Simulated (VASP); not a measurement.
A run of VASP 6.6.1 is set up as follows.

Contents of INCAR:

```
  PREC = Accurate
  ENCUT = 1340
  EDIFF = 1E-6
  ISMEAR = 0
  SIGMA = 0.01
  LREAL = F
  LASPH = T
  NELM = 120
  ALGO = Normal
  ISIF = 2
  LWAVE = F
  LCHARG = T
  GGA = PE
  LELF = T
  LVHAR = T
  NBANDS = 28
  GGA_COMPAT = F
```

The input KPOINTS:

```
regular mesh
0
Gamma
  6 6 6
```

Contents of POSCAR:

```
BaZrO3
1.0
    4.2272006661      0.0000000000      0.0000000000
    0.0000000000      4.2272006661      0.0000000000
    0.0000000000      0.0000000000      4.2272006661
Ba Zr O
1 1 3
Direct
    0.0000000000      0.0000000000      0.0000000000
    0.5000000000      0.5000000000      0.5000000000
    0.0000000000      0.5000000000      0.5000000000
    0.5000000000      0.0000000000      0.5000000000
    0.5000000000      0.5000000000      0.0000000000
```

Potentials or basis: VASP PAW PBE potentials, release 64 (Ba_sv, Zr_sv, O_h).

Run with:

```console
$ cat potpaw_PBE.64/Ba_sv/POTCAR potpaw_PBE.64/Zr_sv/POTCAR potpaw_PBE.64/O_h/POTCAR > POTCAR
$ mpirun -np 1 vasp_std > vasp.out
```

(1) Predict the band gap on the k mesh.

(2) Predict the pressure.

Results:

(1) 3.14 eV (least direct gap 3.39 eV).

(2) 1.0 GPa.

Caveat: spin-orbit coupling is left out, which moves the levels of the heavy elements.
